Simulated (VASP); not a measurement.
Wanted: the native input for a VASP 6.6.1 run.

| Property | Result |
| --- | --- |
| Task | single point |
| Functional | PBE |
| Potentials or basis | VASP PAW PBE potentials, release 64 (La, Pd, P) |
| Cutoff | 520 eV |
| k mesh | 6 × 6 × 6 |
| Occupations | gaussian, width 0.1 eV |
| Spin | no spin polarisation |
| Dipole correction | no |
| Further INCAR settings | LREAL = Auto; ALGO = Normal; EDIFF = 1e-07; NBANDS = 108 |

The structure of LaPPd3 lies in POSCAR:

```
LaPPd3
1.0
   -4.5570641056      4.5570641056      4.5570641056
    4.5570641056     -4.5570641056      4.5570641056
    4.5570641056      4.5570641056     -4.5570641056
La Pd P
4 12 4
Direct
    0.0000000000      0.0000000000      0.0000000000
    0.0000000000      0.5000000000      0.5000000000
    0.5000000000      0.0000000000      0.5000000000
    0.5000000000      0.5000000000      0.0000000000
    0.3170415832      0.3170415832      0.5400895387
    0.6829584168      0.2230479555      0.0000000000
    0.7769520445      0.7769520445      0.4599104613
    0.2230479555      0.6829584168      0.0000000000
    0.5400895387      0.3170415832      0.3170415832
    1.0000000000      0.6829584168      0.2230479555
    0.4599104613      0.7769520445      0.7769520445
    0.0000000000      0.2230479555      0.6829584168
    0.3170415832      0.5400895387      0.3170415832
    0.2230479555      0.0000000000      0.6829584168
    0.7769520445      0.4599104613      0.7769520445
    0.6829584168      1.0000000000      0.2230479555
    0.6202257010      0.6202257010      0.6202257010
    0.3797742990      0.0000000000      0.0000000000
    0.0000000000      0.0000000000      0.3797742990
    0.0000000000      0.3797742990      0.0000000000
```

These files were run (other wordings do the same):

INCAR

```
PREC = Accurate
ENCUT = 520
EDIFF = 1E-7
ISMEAR = 0
SIGMA = 0.1
LREAL = Auto
LASPH = T
NELM = 80
ALGO = Normal
ISIF = 2
LWAVE = F
LCHARG = T
GGA = PE
LELF = T
LVHAR = T
NBANDS = 108
LUSENCCL = F
```

KPOINTS

```
Automatic mesh
0
Gamma
  6 6 6
```

Potentials or basis: VASP PAW PBE potentials, release 64 (La, Pd, P).

The run is started by

```console
$ cat potpaw_PBE.64/La/POTCAR potpaw_PBE.64/Pd/POTCAR potpaw_PBE.64/P/POTCAR > POTCAR
$ mpirun -np 1 vasp_std > vasp.out
```

Results of the run:

```
Pressure               : -0.1 GPa
Largest force          : 0.006 eV/Å
Band gap on the k mesh : zero (filled and empty bands overlap)
```

Caveat: spin-orbit coupling is left out, which moves the levels of the heavy elements.

It took 3.6 min on 1 × NVIDIA H100 80GB with 1 thread of AMD EPYC 7R13 Processor (Zen 3), with other jobs on the host, peak memory 1.7 GiB.
